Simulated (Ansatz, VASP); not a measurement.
**One calculation of AlN, two programs**

```
Al N
1.0
    -1.93121    1.93121    1.67025
     1.93121   -1.93121    1.67025
     1.93121    1.93121   -1.67025
Al N
1 1
Cartesian
  0.0000 0.0000 0.0000
  0.0000 0.0000 1.6702
```

Alike in both runs: task relaxation of cell and atoms; functional PBE; k mesh 5 × 5 × 5; occupations gaussian, width 0.15 eV; no spin polarisation.

```csv
,VASP,Ansatz
version,VASP 6.6.1,Ansatz 0.2.0
potentials or method,"VASP PAW PBE potentials, release 64 (Al, N), cutoff 600 eV","scalar-relativistic, plane waves, PAW"
valence electrons in the cell,8,8
```

|  | VASP | Ansatz | Ansatz less VASP |
| --- | --- | --- | --- |
| gap on the k mesh at the Fermi level, each at its own relaxed structure (eV) | 4.96 | 5.00 | +0.042 |
| relaxed volume (Å³/atom) | 8.42 | 8.44 | +0.023 |
| relaxed cell length with the largest relative difference (Å) | 2.872 | 2.878 | +0.0060 |

The k mesh is coarse, so the values compare programs but aren't converged. Noted on VASP's run: the volume moved by over 15 % at a fixed basis, so the end points are rough.
